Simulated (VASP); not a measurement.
# Ba (P4/mmm) in VASP: single point with PBEsol

Aim: the single point of Ba with PBEsol.

All numbers are computed with VASP 6.6.1; they aren't measurements. Logs are shortened: lines on timing, memory, paths and dates and some standing lists are left out, and cuts for length are marked.

**1. The cell of the first run**

Symmetry: P4/mmm, No. 123, tetragonal system. Conventional cell: a = 3.875 Å, b = 3.875 Å, c = 3.842 Å, α = 90.00°, β = 90.00°, γ = 90.00°. Ba (site symmetry 4/mmm) has 6 Ba at 3.84 to 3.87 Å within 5.0 Å.

**2. Single point, PBEsol**

Input file INCAR:

```
PREC = Accurate
ENCUT = 520
EDIFF = 1E-6
ISMEAR = 0
SIGMA = 0.15
LREAL = False
LASPH = True
NELM = 100
ALGO = Normal
ISIF = 2
LWAVE = False
LCHARG = True
GGA = PS
LELF = True
LVHAR = True
NBANDS = 11
```

Input file KPOINTS:

```
Automatic mesh
0
Gamma
  14 14 14
```

Input file POSCAR:

```
Ba
1.0
    3.8745781693      0.0000000000      0.0000000000
    0.0000000000      3.8745781693      0.0000000000
    0.0000000000      0.0000000000      3.8420704231
Ba
1
Direct
    0.5000000000      0.5000000000      0.5000000000
```

Potentials or basis: VASP PAW PBE potentials, release 64 (Ba_sv).

The run is started by

```console
> cat potpaw_PBE.64/Ba_sv/POTCAR > POTCAR
> mpirun -np 1 vasp_std > vasp.out
```

OUTCAR:

```text
PREC = Accurate
   ENCUT = 520
   EDIFF = 1E-6
   ISMEAR = 0
   LREAL = False
   LASPH = True
   NELM = 100
   ISIF = 2
   GGA = PS

 ion  position               nearest neighbor table
   1  0.500  0.500  0.500-

  LATTYP: Found a simple tetragonal cell.
 ALAT       =     3.8745781693
 C/A-ratio  =     0.9916099909

  Lattice vectors:

 A1 = (   3.8745781693,   0.0000000000,   0.0000000000)
 A2 = (   0.0000000000,   3.8745781693,   0.0000000000)
 A3 = (   0.0000000000,   0.0000000000,   3.8420704231)

Analysis of symmetry for initial positions (statically):
=====================================================================
 Subroutine PRICEL returns:
 Original cell was already a primitive cell.

 Routine SETGRP: Setting up the symmetry group for a
 simple tetragonal supercell.

 Subroutine GETGRP returns: Found 16 space group operations
 (whereof 16 operations were pure point group operations)
 out of a pool of 16 trial point group operations.

The static configuration has the point symmetry D_4h.

Analysis of symmetry for dynamics (positions and initial velocities):
=====================================================================
 Subroutine PRICEL returns:
 Original cell was already a primitive cell.

 Routine SETGRP: Setting up the symmetry group for a
 simple tetragonal supercell.

 Subroutine GETGRP returns: Found 16 space group operations
 (whereof 16 operations were pure point group operations)
 out of a pool of 16 trial point group operations.

The dynamic configuration has the point symmetry D_4h.

 Subroutine INISYM returns: Found 16 space group operations
 (whereof 16 operations are pure point group operations),
 and found     1 'primitive' translations

----------------------------------------------------------------------------------------

                                     Primitive cell

  volume of cell :      57.6785

  direct lattice vectors                    reciprocal lattice vectors
     3.874578169  0.000000000  0.000000000     0.258092612  0.000000000  0.000000000
     0.000000000  3.874578169  0.000000000     0.000000000  0.258092612  0.000000000
     0.000000000  0.000000000  3.842070423     0.000000000  0.000000000  0.260276333

  length of vectors
     3.874578169  3.874578169  3.842070423     0.258092612  0.258092612  0.260276333

  position of ions in fractional coordinates (direct lattice)
     0.500000000  0.500000000  0.500000000

  ion indices of the primitive-cell ions
   primitive index   ion index
                 1           1

----------------------------------------------------------------------------------------

 KPOINTS: Automatic mesh

Automatic generation of k-mesh.
 Grid dimensions read from file:
 generate k-points for:   14   14   14

 Generating k-lattice:

  Cartesian coordinates                     Fractional coordinates (reciprocal lattice)
     0.018435187  0.000000000  0.000000000     0.071428571  0.000000000  0.000000000
     0.000000000  0.018435187  0.000000000     0.000000000  0.071428571  0.000000000
     0.000000000  0.000000000  0.018591167     0.000000000  0.000000000  0.071428571

  Length of vectors
     0.018435187  0.018435187  0.018591167

  Shift w.r.t. Gamma in fractional coordinates (k-lattice)
     0.000000000  0.000000000  0.000000000

 Subroutine IBZKPT returns following result:
 ===========================================

 Found    288 irreducible k-points:

 Following reciprocal coordinates:
            Coordinates               Weight
  0.000000  0.000000  0.000000      1.000000
  0.071429  0.000000  0.000000      4.000000
  0.142857  0.000000  0.000000      4.000000
  0.214286  0.000000  0.000000      4.000000
  0.285714  0.000000  0.000000      4.000000
  0.357143  0.000000  0.000000      4.000000
[... 16 lines left out ...]
  0.285714  0.214286  0.000000      8.000000
  0.357143  0.214286  0.000000      8.000000
 [... further k-points ...]
   k-points           NKPTS =    288   k-points in BZ     NKDIM =    288   number of bands    NBANDS=     11
   number of dos      NEDOS =    301   number of ions     NIONS =      1
   total plane-waves  NPLWV =  27000
   dimension x,y,z NGX =    30 NGY =   30 NGZ =   30
   dimension x,y,z NGXF=    60 NGYF=   60 NGZF=   60
   ions per type =               1
   NGX,Y,Z   is equivalent  to a cutoff of  12.87, 12.87, 12.98 a.u.
   NGXF,Y,Z  is equivalent  to a cutoff of  25.74, 25.74, 25.96 a.u.
 SYSTEM =  unknown system
   PREC   = accura    normal or accurate (medium, high low for compatibility)
   ISTART =      0    job   : 0-new  1-cont  2-samecut
   ICHARG =      2    charge: 1-file 2-atom 10-const
   ISPIN  =      1    spin polarized calculation?
   LNONCOLLINEAR =      F non collinear calculations
   LSORBIT =      F    spin-orbit coupling
   LASPH  =      T    aspherical Exc in radial PAW
   ENCUT  =  520.0 eV  38.22 Ry    6.18 a.u.   7.20  7.20  7.14*2*pi/ulx,y,z
   NELM   =    100;   NELMIN=  2; NELMDL= -5     # of ELM steps
   EDIFF  = 0.1E-05   stopping-criterion for ELM
   LREAL  =      F    real-space projection
   EDIFFG = 0.1E-04   stopping-criterion for IOM
   NSW    =      0    number of steps for IOM
   IBRION =     -1    ionic relax: 0-MD 1-quasi-New 2-CG
   NFREE  =      0    steps in history (QN), initial steepest desc. (CG)
   ISIF   =      2    stress and relaxation
   ISYM   =      2    0-nonsym 1-usesym 2-fastsym
   POTIM  = 0.5000    time-step for ionic-motion
   TEBEG  =    0.0;   TEEND  =   0.0 temperature during run
   PSTRESS=    0.0 pullay stress
   NELECT =      10.0000    total number of electrons
   NUPDOWN=      -1.0000    fix difference up-down
   EMIN   =  10.00;   EMAX   =-10.00  energy-range for DOS
   EFERMI =   0.00;   METHOD = LEGACY
   ISMEAR =     0;   SIGMA  =   0.15  broadening in eV -4-tet -1-fermi 0-gaus
   EFERMI_NEDOS =   21; number of points for ismear=-14 and -15
   IALGO  =     38    algorithm
   IMIX   =      4    mixing-type and parameters
     AMIX     =   0.40;   BMIX     =  1.00
     AMIX_MAG =   1.60;   BMIX_MAG =  1.00
  volume/ion in A,a.u.               =      57.68       389.23
  Fermi-wavevector in a.u.,A,eV,Ry     =   0.912858  1.725052 11.337878  0.833311
  Thomas-Fermi vector in A             =   2.037303
   LORBIT       =      0    0 simple, 1 ext, 2 COOP (PROOUT), +10 PAW based schemes
   GGA     = PS    functional components
   LHFCALC =     F    Hartree Fock is set to
   AEXX    =    0.0000 exact exchange contribution
   IVDW    =     0    specifies the selected vdW correction
   LEPSILON=     F    determine dielectric tensor
   LRPA    =     F    only Hartree local field effects (RPA)
 non-spin polarized calculation
 Gauss-broadening in eV      SIGMA  =   0.15
  energy-cutoff  :      520.00
  volume of cell :       57.68
 maximum number of plane-waves:      1572
 NGX is ok and might be reduce to    30
   NGX = 15   NGY = 15   NGZ = 15

 number of electron      10.0000001 magnetization

 Free energy of the ion-electron system (eV)
  ---------------------------------------------------
  ext. energy  EPLUGINS =         0.00000000
  ---------------------------------------------------
  free energy    TOTEN  =        -1.85114507 eV

  energy without entropy =       -1.84292681  energy(sigma->0) =       -1.84703594

 E-fermi :   1.7487     XC(G=0):  -7.7836

 val. band max:        1.7472793383   @ k =   0.0714   0.0000   0.0000
 cond. band min:       1.7513237204   @ k =   0.0000   0.0000   0.0714
 fundamental gap:      0.0040443821
 Fermi energy:         1.7487109347

 k-point     1 :       0.0000    0.0000    0.0000
  band No.  band energies     occupation
      1     -27.2926      2.00000
      2     -12.0504      2.00000
      3     -12.0504      2.00000
      4     -12.0246      2.00000
      5      -0.8538      2.00000
      6       1.7213      1.20359
      7       1.7249      1.17771
      8       6.9391      0.00000
      9       7.0002      0.00000
     10       7.0002      0.00000
     11       9.6828      0.00000

 k-point     2 :       0.0714    0.0000    0.0000
  band No.  band energies     occupation
      1     -27.2890      2.00000
      2     -12.0971      2.00000
      3     -12.0464      2.00000
      4     -12.0208      2.00000
      5      -0.7704      2.00000
      6       1.7473      1.01077
      7       1.8134      0.54165
      8       6.7052      0.00000
      9       6.7723      0.00000
     10       7.0133      0.00000
     11       9.3101      0.00000

 k-point     3 :       0.1429    0.0000    0.0000
  band No.  band energies     occupation
      1     -27.2787      2.00000
      2     -12.2249      2.00000
      3     -12.0354      2.00000
      4     -12.0098      2.00000
      5      -0.5394      2.00000
      6       1.8196      0.50374
      7       2.0681      0.00260
      8       6.1968      0.00000
      9       6.2724      0.00000
     10       7.0506      0.00000
     11       8.5963      0.00000

 k-point     4 :       0.2143    0.0000    0.0000
  band No.  band energies     occupation
      1     -27.2639      2.00000
      2     -12.4020      2.00000
      3     -12.0194      2.00000
      4     -11.9940      2.00000
      5      -0.2062      2.00000
      6       1.9299      0.08767
      7       2.4298      0.00000
      8       5.6485      0.00000
      9       5.7298      0.00000
     10       7.1056      0.00000
     11       7.9639      0.00000
[... 239 lines left out ...]
 k-point    22 :       0.2143    0.2143    0.0000
  band No.  band energies     occupation
      1     -27.2355      2.00000
      2     -12.3774      2.00000
      3     -12.3487      2.00000
      4     -11.9640      2.00000
      5       0.4033      2.00000
      6       2.2875      0.00000
      7       2.9500      0.00000
      8       4.3864      0.00000
      9       5.7238      0.00000
     10       6.1036      0.00000
     11       8.9153      0.00000

 k-point    23 :       0.2857    0.2143    0.0000
  band No.  band energies     occupation
      1     -27.2191      2.00000
      2     -12.5477      2.00000
      3     -12.3395      2.00000
      4     -11.9467      2.00000
      5       0.7416      2.00000
      6       2.3158      0.00000
      7       3.2253      0.00000
      8       4.2462      0.00000
      9       5.3943      0.00000
     10       6.0622      0.00000
     11       8.4971      0.00000

 k-point    24 :       0.3571    0.2143    0.0000
  band No.  band energies     occupation
      1     -27.2042      2.00000
      2     -12.7056      2.00000
      3     -12.3196      2.00000
      4     -11.9310      2.00000
      5       1.0823      2.00000
      6       2.2160      0.00001
      7       3.2225      0.00000
      8       4.5419      0.00000
      9       5.0607      0.00000
     10       6.1263      0.00000
     11       8.3402      0.00000

 [... further k-points ...]

------------------------ aborting loop because EDIFF is reached ----------------------------------------

  FORCE on cell =-STRESS in cart. coord.  units (eV):
  Direction    XX          YY          ZZ          XY          YZ          ZX
  --------------------------------------------------------------------------------------
  -------------------------------------------------------------------------------------
  Total       -0.0821189     -0.0821189      0.0139020      0.0000000      0.0000000      0.0000000
  in kB       -2.2810741     -2.2810741      0.3861666      0.0000000      0.0000000      0.0000000
  external PRESSURE =      -1.3919939 kB  Pullay stress =       0.0000000 kB

 VOLUME and BASIS-vectors are now :
 -----------------------------------------------------------------------------
  energy-cutoff  :      520.00
  volume of cell :       57.68
      direct lattice vectors                 reciprocal lattice vectors
     3.874578169  0.000000000  0.000000000     0.258092612  0.000000000  0.000000000
     0.000000000  3.874578169  0.000000000     0.000000000  0.258092612  0.000000000
     0.000000000  0.000000000  3.842070423     0.000000000  0.000000000  0.260276333

 POSITION                                       TOTAL-FORCE (eV/Angst)
 -----------------------------------------------------------------------------------
      1.93729      1.93729      1.92104         0.000000      0.000000      0.000000
 -----------------------------------------------------------------------------------
    total drift:                                0.000000      0.000000      0.000000

  FREE ENERGIE OF THE ION-ELECTRON SYSTEM (eV)
  ---------------------------------------------------
  free  energy   TOTEN  =        -1.8511450730 eV

  energy  without entropy=       -1.8429268074  energy(sigma->0) =       -1.84703594
```

It took 80 s on 1 thread of Intel Xeon Platinum 8259CL at 2.50GHz (Skylake/Cascade Lake), shared host; peak memory 0.31 GiB.

Results:

```
Free energy            : -1.8511 eV
Pressure               : -0.1 GPa
Band gap on the k mesh : zero (band 5 reaches 1.89 eV, above the bottom of band 6 at 1.63 eV)
```

Stress tensor (GPa, compression positive):
```
-0.23  0.00  0.00
 0.00 -0.23  0.00
 0.00  0.00  0.04
```

Caveat: the PAW data sets were made with another functional, which shifts forces and pressure a little; spin-orbit coupling is left out, which moves the levels of the heavy elements.
